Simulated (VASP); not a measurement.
# Ni (Fm-3m) in VASP: single point with r2SCAN

Aim: the single point of Ni with r2SCAN.

All numbers are computed with VASP 6.6.1; they aren't measurements. Logs are shortened: lines on timing, memory, paths and dates and some standing lists are left out, and cuts for length are marked.

### Step 1. The cell of the first run

Symmetry: Fm-3m, No. 225, cubic system. Conventional cell: a = 3.545 Å, b = 3.545 Å, c = 3.545 Å, α = 90.00°, β = 90.00°, γ = 90.00°. Within 3.3 Å of Ni (site symmetry m-3m) lie 12 Ni at 2.51 Å.

### Step 2. Single point, r2SCAN, collinear spin, antiferromagnetic start

The input, POSCAR:

```
Ni
1.0
   -1.7725500000     -3.5451000000     -1.7725500000
   -1.7725500000      0.0000000000     -1.7725500000
    1.7725500000      0.0000000000     -1.7725500000
Ni
2
Direct
    0.0000000000      0.0000000000      0.0000000000
    0.5000000000      0.0000000000      0.5000000000
```

The input, INCAR.step1:

```
PREC     = Accurate       # precision mode
ENCUT    = 520            # plane-wave cutoff, eV
ISMEAR   = -1             # smearing method
SIGMA    = 0.05           # smearing width, eV
LREAL    = False          # projectors in reciprocal space
LASPH    = True           # aspherical terms in the spheres
NELM     = 150            # most SCF steps
ISPIN    = 2              # spin polarisation
MAGMOM   = 2 -2           # initial moments
LMAXMIX  = 4              # l up to which the mixer works
NBANDS   = 21             # bands
ISYM     = 0            
GGA      = PE             # functional
ALGO     = Normal         # electronic algorithm
EDIFF    = 1E-4           # SCF threshold, eV
LWAVE    = True           # write WAVECAR
LCHARG   = False          # write CHGCAR
```

The input, INCAR.step2:

```
PREC     = Accurate       # precision mode
ENCUT    = 520            # plane-wave cutoff, eV
EDIFF    = 1E-6           # SCF threshold, eV
ISMEAR   = -1             # smearing method
SIGMA    = 0.05           # smearing width, eV
LREAL    = False          # projectors in reciprocal space
LASPH    = True           # aspherical terms in the spheres
NELM     = 150            # most SCF steps
ALGO     = Normal         # electronic algorithm
ISIF     = 2              # what is computed and relaxed
LWAVE    = False          # write WAVECAR
LCHARG   = True           # write CHGCAR
ISPIN    = 2              # spin polarisation
MAGMOM   = 2 -2           # initial moments
LORBIT   = 11             # projections on sites
LMAXMIX  = 4              # l up to which the mixer works
METAGGA  = R2SCAN         # meta-GGA
LMIXTAU  = True         
LELF     = True           # ELF
LVHAR    = True         
NBANDS   = 21             # bands
ISYM     = 0            
ISTART   = 1
```

The input, KPOINTS:

```
Automatic mesh
0
Gamma
  8 14 11
```

Potentials or basis: VASP PAW PBE potentials, release 64 (Ni).

Run with:

```
$ cat potpaw_PBE.64/Ni/POTCAR > POTCAR
$ cp INCAR.step1 INCAR
$ mpirun -np 1 vasp_std > vasp.out
$ cp INCAR.step2 INCAR
$ mpirun -np 1 vasp_std > vasp.out
```

OUTCAR:

```text
PREC = Accurate
   ENCUT = 520
   EDIFF = 1E-6
   ISMEAR = -1
   LREAL = False
   LASPH = True
   NELM = 150
   ISIF = 2
   ISPIN = 2
   LORBIT = 11
   METAGGA = R2SCAN
   ISYM = 0
   ISTART = 1

 ion  position               nearest neighbor table
   1  0.000  0.000  0.000-   2 2.51   2 2.51   2 2.51   2 2.51   2 2.51   2 2.51   2 2.51   2 2.51

   2  0.500  0.000  0.500-   1 2.51   1 2.51   1 2.51   1 2.51   1 2.51   1 2.51   1 2.51   1 2.51

IMPORTANT INFORMATION: All symmetrisations will be switched off!
NOSYMM: (Re-)initialisation of all symmetry stuff for point group C_1.

----------------------------------------------------------------------------------------

                                     Primitive cell

  volume of cell :      22.2769

  direct lattice vectors                    reciprocal lattice vectors
    -1.772550000 -3.545100000 -1.772550000     0.000000000 -0.282079490  0.000000000
    -1.772550000  0.000000000 -1.772550000    -0.282079490  0.282079490 -0.282079490
     1.772550000  0.000000000 -1.772550000     0.282079490  0.000000000 -0.282079490

  length of vectors
     4.341843044  2.506764250  2.506764250     0.282079490  0.488576008  0.398920640

  position of ions in fractional coordinates (direct lattice)
     0.000000000  0.000000000  0.000000000
     0.500000000  0.000000000  0.500000000

  ion indices of the primitive-cell ions
   primitive index   ion index
                 1           1
                 2           2

----------------------------------------------------------------------------------------

 KPOINTS: Automatic mesh

Automatic generation of k-mesh.
 Grid dimensions read from file:
 generate k-points for:    8   14   11

 Generating k-lattice:

  Cartesian coordinates                     Fractional coordinates (reciprocal lattice)
     0.000000000 -0.035259936  0.000000000     0.125000000  0.000000000  0.000000000
    -0.020148535  0.020148535 -0.020148535     0.000000000  0.071428571  0.000000000
     0.025643590  0.000000000 -0.025643590     0.000000000  0.000000000  0.090909091

  Length of vectors
     0.035259936  0.034898286  0.036265513

  Shift w.r.t. Gamma in fractional coordinates (k-lattice)
     0.000000000  0.000000000  0.000000000

 -----------------------------------------------------------------------------
|                                                                             |
|           W    W    AA    RRRRR   N    N  II  N    N   GGGG   !!!           |
|           W    W   A  A   R    R  NN   N  II  NN   N  G    G  !!!           |
|           W    W  A    A  R    R  N N  N  II  N N  N  G       !!!           |
|           W WW W  AAAAAA  RRRRR   N  N N  II  N  N N  G  GGG   !            |
|           WW  WW  A    A  R   R   N   NN  II  N   NN  G    G                |
|           W    W  A    A  R    R  N    N  II  N    N   GGGG   !!!           |
|                                                                             |
|     Your reciprocal lattice and k-lattice belong to different lattice       |
|     classes:                                                                |
|                                                                             |
|        The reciprocal lattice is simple tetragonal,                         |
|        whereas your k-lattice is simple monoclinic.                         |
|                                                                             |
|     Results are often still useful ...                                      |
|                                                                             |
 -----------------------------------------------------------------------------

 WARNING: IBZKPT: internal override: KBLOWUP is changed to .FALSE.
      ... skipping the blow-up phase ...

 Subroutine IBZKPT returns following result:
 ===========================================

 Found    618 irreducible k-points:

 Following reciprocal coordinates:
            Coordinates               Weight
  0.000000  0.000000  0.000000      1.000000
  0.125000  0.000000  0.000000      2.000000
  0.250000  0.000000  0.000000      2.000000
  0.375000  0.000000  0.000000      2.000000
  0.500000  0.000000  0.000000      1.000000
  0.000000  0.071429  0.000000      2.000000
[... 16 lines left out ...]
  0.125000  0.214286  0.000000      2.000000
  0.250000  0.214286  0.000000      2.000000
 [... further k-points ...]
   k-points           NKPTS =    618   k-points in BZ     NKDIM =    618   number of bands    NBANDS=     21
   number of dos      NEDOS =    301   number of ions     NIONS =      2
   total plane-waves  NPLWV =  12800
   dimension x,y,z NGX =    32 NGY =   20 NGZ =   20
   dimension x,y,z NGXF=    64 NGYF=   40 NGZF=   40
   ions per type =               2
   NGX,Y,Z   is equivalent  to a cutoff of  12.25, 13.26, 13.26 a.u.
   NGXF,Y,Z  is equivalent  to a cutoff of  24.51, 26.53, 26.53 a.u.
 SYSTEM =  unknown system
   PREC   = accura    normal or accurate (medium, high low for compatibility)
   ISTART =      1    job   : 0-new  1-cont  2-samecut
   ICHARG =      0    charge: 1-file 2-atom 10-const
   ISPIN  =      2    spin polarized calculation?
   LNONCOLLINEAR =      F non collinear calculations
   LSORBIT =      F    spin-orbit coupling
   LASPH  =      T    aspherical Exc in radial PAW
   ENCUT  =  520.0 eV  38.22 Ry    6.18 a.u.   8.07  4.66  4.66*2*pi/ulx,y,z
   NELM   =    150;   NELMIN=  2; NELMDL=  0     # of ELM steps
   EDIFF  = 0.1E-05   stopping-criterion for ELM
   LREAL  =      F    real-space projection
   EDIFFG = 0.1E-04   stopping-criterion for IOM
   NSW    =      0    number of steps for IOM
   IBRION =     -1    ionic relax: 0-MD 1-quasi-New 2-CG
   NFREE  =      0    steps in history (QN), initial steepest desc. (CG)
   ISIF   =      2    stress and relaxation
   ISYM   =      0    0-nonsym 1-usesym 2-fastsym
   POTIM  = 0.5000    time-step for ionic-motion
   TEBEG  =    0.0;   TEEND  =   0.0 temperature during run
   PSTRESS=    0.0 pullay stress
   NELECT =      20.0000    total number of electrons
   NUPDOWN=      -1.0000    fix difference up-down
   EMIN   =  10.00;   EMAX   =-10.00  energy-range for DOS
   EFERMI =   0.00;   METHOD = LEGACY
   ISMEAR =    -1;   SIGMA  =   0.05  broadening in eV -4-tet -1-fermi 0-gaus
   EFERMI_NEDOS =   21; number of points for ismear=-14 and -15
   IALGO  =     38    algorithm
   IMIX   =      4    mixing-type and parameters
     AMIX     =   0.40;   BMIX     =  1.00
     AMIX_MAG =   1.60;   BMIX_MAG =  1.00
  volume/ion in A,a.u.               =      11.14        75.17
  Fermi-wavevector in a.u.,A,eV,Ry     =   1.579306  2.984456 33.935761  2.494208
  Thomas-Fermi vector in A             =   2.679705
   LORBIT       =     11    0 simple, 1 ext, 2 COOP (PROOUT), +10 PAW based schemes
   METAGGA = R2SCAN    functional components
   LHFCALC =     F    Hartree Fock is set to
   AEXX    =    0.0000 exact exchange contribution
   IVDW    =     0    specifies the selected vdW correction
   LEPSILON=     F    determine dielectric tensor
   LRPA    =     F    only Hartree local field effects (RPA)
 spin polarized calculation
  energy-cutoff  :      520.00
  volume of cell :       22.28
 maximum number of plane-waves:       614
   NGX = 17   NGY =  9   NGZ =  9

 number of electron      19.9999987 magnetization      -0.0000136

 number of electron      19.9999987 magnetization       0.0000355

 Free energy of the ion-electron system (eV)
  ---------------------------------------------------
  ext. energy  EPLUGINS =         0.00000000
  ---------------------------------------------------
  free energy    TOTEN  =       -23.63736412 eV

  energy without entropy =      -23.59837476  energy(sigma->0) =      -23.61786944

 E-fermi :   8.6815     XC(G=0): -14.1959

 val. band max:        8.6791169018   @ k =   0.5000  -0.1429   0.4545
 cond. band min:       8.6831530120   @ k =  -0.1250   0.2143   0.0000
 fundamental gap:      0.0040361103
 Fermi energy:         8.6814647640

 spin component 1

 k-point     1 :       0.0000    0.0000    0.0000
  band No.  band energies     occupation
      1      -0.3455      1.00000
      2       4.3443      1.00000
      3       4.9187      1.00000
      4       6.8047      1.00000
      5       6.8081      1.00000
      6       6.9041      1.00000
[... 13 lines left out ...]
     20      37.3292      0.00000
     21      37.3378      0.00000

 k-point     2 :       0.1250    0.0000    0.0000
  band No.  band energies     occupation
      1      -0.1374      1.00000
      2       4.3448      1.00000
      3       4.9785      1.00000
      4       6.8330      1.00000
      5       6.8582      1.00000
      6       6.8653      1.00000
[... 13 lines left out ...]
     20      35.6737      0.00000
     21      36.3465      0.00000
[... 487 lines left out ...]
      5       7.0166      1.00000
      6       7.0603      1.00000
[... 13 lines left out ...]
     20      37.7514      0.00000
     21      39.6940      0.00000

 k-point    24 :       0.2500    0.2143    0.0000
  band No.  band energies     occupation
      1       0.8601      1.00000
      2       4.9085      1.00000
      3       5.2612      1.00000
      4       6.4996      1.00000
      5       7.0295      1.00000
      6       7.0718      1.00000
[... 13 lines left out ...]
     20      38.6094      0.00000
     21      39.1018      0.00000

 [... further k-points ...]

 spin component 2

 k-point     1 :       0.0000    0.0000    0.0000
  band No.  band energies     occupation
      1      -0.3455      1.00000
      2       4.3443      1.00000
      3       4.9188      1.00000
      4       6.8047      1.00000
      5       6.8081      1.00000
      6       6.9041      1.00000
[... 13 lines left out ...]
     20      37.3292      0.00000
     21      37.3378      0.00000

 k-point     2 :       0.1250    0.0000    0.0000
  band No.  band energies     occupation
      1      -0.1374      1.00000
      2       4.3448      1.00000
      3       4.9785      1.00000
      4       6.8330      1.00000
      5       6.8581      1.00000
      6       6.8653      1.00000
[... 13 lines left out ...]
     20      35.6737      0.00000
     21      36.3465      0.00000
[... 487 lines left out ...]
      5       7.0166      1.00000
      6       7.0604      1.00000
[... 13 lines left out ...]
     20      37.7514      0.00000
     21      39.6945      0.00000

 k-point    24 :       0.2500    0.2143    0.0000
  band No.  band energies     occupation
      1       0.8601      1.00000
      2       4.9085      1.00000
      3       5.2612      1.00000
      4       6.4996      1.00000
      5       7.0295      1.00000
      6       7.0718      1.00000
[... 13 lines left out ...]
     20      38.6094      0.00000
     21      39.1018      0.00000

 [... further k-points ...]

------------------------ aborting loop because EDIFF is reached ----------------------------------------

  FORCE on cell =-STRESS in cart. coord.  units (eV):
  Direction    XX          YY          ZZ          XY          YZ          ZX
  --------------------------------------------------------------------------------------
  -------------------------------------------------------------------------------------
  Total       -1.6715254     -1.6894017     -1.6715266      0.0029676      0.0029679     -0.1057177
  in kB     -120.2176093   -121.5032924   -120.2176980      0.2134301      0.2134513     -7.6033110
  external PRESSURE =    -120.6461999 kB  Pullay stress =       0.0000000 kB

 VOLUME and BASIS-vectors are now :
 -----------------------------------------------------------------------------
  energy-cutoff  :      520.00
  volume of cell :       22.28
      direct lattice vectors                 reciprocal lattice vectors
    -1.772550000 -3.545100000 -1.772550000     0.000000000 -0.282079490  0.000000000
    -1.772550000  0.000000000 -1.772550000    -0.282079490  0.282079490 -0.282079490
     1.772550000  0.000000000 -1.772550000     0.282079490  0.000000000 -0.282079490

 POSITION                                       TOTAL-FORCE (eV/Angst)
 -----------------------------------------------------------------------------------
      0.00000      0.00000      0.00000        -0.000000     -0.000000      0.000000
      0.00000     -1.77255     -1.77255         0.000000      0.000000     -0.000000
 -----------------------------------------------------------------------------------
    total drift:                                0.000003     -0.000000     -0.000003

  FREE ENERGIE OF THE ION-ELECTRON SYSTEM (eV)
  ---------------------------------------------------
  free  energy   TOTEN  =       -23.6373641245 eV

  energy  without entropy=      -23.5983747574  energy(sigma->0) =      -23.61786944

 total charge

# of ion       s       p       d       tot
------------------------------------------
    1        0.497   0.486   8.327   9.310
    2        0.497   0.486   8.327   9.310
--------------------------------------------------
tot          0.994   0.971  16.655  18.621

 magnetization (x)

# of ion       s       p       d       tot
------------------------------------------
    1       -0.000   0.004   0.281   0.285
    2        0.000  -0.004  -0.281  -0.285
--------------------------------------------------
tot         -0.000  -0.000   0.000   0.000
```

Wall time 3 h (1 thread of Oxide Virtual Turin-like, shared host); peak memory 0.45 GiB.

What came out:

```yaml
Free_energy: -23.6374 eV
Pressure: -12.1 GPa
Band_gap_on_the_k_mesh: zero (filled and empty bands overlap)
Net_moment: 0.00 μB per cell
Site_moments: Ni +0.28, -0.28 μB
Valence_electrons_inside_the_program's_atomic_spheres: Ni 9.31
```

Caveat: the cell stands under tension; the PAW data sets were made with another functional, which shifts forces and pressure a little.
